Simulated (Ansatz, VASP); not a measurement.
Two plane-wave programs on Ni

INCAR

```
PREC = Accurate
ENCUT = 520
EDIFF = 1E-6
ISMEAR = 0
SIGMA = 0.15
LREAL = False
LASPH = True
NELM = 150
ALGO = Fast
ISIF = 2
LWAVE = False
LCHARG = False
ISPIN = 2
MAGMOM = 0.75
LORBIT = 11
LMAXMIX = 4
GGA = PE
NBANDS = 15
```

KPOINTS

```
regular mesh
0
Gamma
  22 22 22
```

Contents of POSCAR:

```
Ni
1.0
    0.0000000000      1.9085657994      1.8469991607
    1.5215754990      0.0000000000      1.8469991607
    1.5215754990      1.9085657994      0.0000000000
Ni
1
Direct
    0.0000000000      0.0000000000      0.0000000000
```

Input for Ansatz:

```yaml
crystal:
  lattice:
    - [0.0, 1.9085657994, 1.8469991607]
    - [1.521575499, 0.0, 1.8469991607]
    - [1.521575499, 1.9085657994, 0.0]
  atoms:
    - { symbol: Ni, position: [0.0, 0.0, 0.0], spin: 0.75 }
basis:
  ecutwfc: 520.0
kpoints:
  mp_grid: { grid: [22, 22, 22] }
hamiltonian:
  xc: pbe
scf:
  occupations: { method: gaussian, width: 0.15 }
output:
  forces: true
  stress: true
  eigenvalues: true
  populations: true
magnetization:
  spin_polarized: true
```

Change from the starting cell: strain +e along x and -e along y -0.1100, strain +e along z and -e/2 along x and y +0.0500.

Alike in both runs: task single point; functional PBE; k mesh 22 × 22 × 22; occupations gaussian, width 0.15 eV; collinear spin.

```csv
,VASP,Ansatz
version,VASP 6.6.1,Ansatz 0.2.0
potentials or method,"VASP PAW PBE potentials, release 64 (Ni), cutoff 520 eV","scalar-relativistic, plane waves, PAW"
valence electrons in the cell,10,18
```

|  | VASP | Ansatz | Ansatz less VASP |
| --- | --- | --- | --- |
| gap on the k mesh at the Fermi level (eV) | none | none | - |
| pressure (GPa) | 4.3 | 4.7 | +0.43 |
| traceless stress, the component that is largest in VASP (GPa) | -7.08 | -7.36 | -0.277 |
| net moment per atom (μB) | 0.57 | 0.59 | +0.016 |
| size of the moment on the site where the two differ most (μB) | 0.58 | 0.63 | +0.042 |

Site moments also hang on the region over which each program counts them. A gap of «none» marks a metal or a gap that the smearing closes. VASP's potentials hold 10 valence electrons a cell and Ansatz's 18, so a difference there can come from the potentials and not from the codes.
